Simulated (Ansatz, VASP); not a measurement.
# SnO2 in VASP and in Ansatz

```
Sn O
1.0
     1.61863   -2.80354    0.00000
     1.61863    0.93451    4.29183
    -4.85588   -2.80354    0.00000
Sn O
2 4
Cartesian
  1.6051 -0.9423 1.7062
  -1.6051 -0.9267 2.5856
  -1.8124 -2.9154 3.3000
  1.8124 -2.6917 2.9729
  -0.1937 -1.9809 1.3189
  -1.4249 -4.5607 0.9918
```

Change from the starting cell: mode 4 frozen in at -0.440 Å and mode 5 at +0.000 Å (largest displacements).

Alike in both runs: task single point; functional PBE; dispersion D3(BJ); k mesh 8 × 6 × 6; occupations gaussian, width 0.05 eV; no spin polarisation.

|  | VASP | Ansatz |
| --- | --- | --- |
| version | VASP 6.6.1 | Ansatz 0.2.0 |
| potentials or method | VASP PAW PBE potentials, release 64 (Sn_d, O), cutoff 520 eV | scalar-relativistic, plane waves, PAW |
| valence electrons in the cell | 52 | 52 |

|  | VASP | Ansatz | Ansatz less VASP |
| --- | --- | --- | --- |
| gap on the k mesh at the Fermi level (eV) | 0.54 | 0.58 | +0.041 |
| least direct gap on the mesh (eV) | 0.70 | 0.73 | +0.039 |
| pressure (GPa) | -6.4 | -7.0 | -0.59 |
| traceless stress, the component that is largest in VASP (GPa) | -3.71 | -3.31 | +0.400 |
| rms of the force components (eV/Å) | 0.463 | 0.476 | +0.0130 |

Atom by atom the forces differ by 0.027 eV/Å (rms over components).
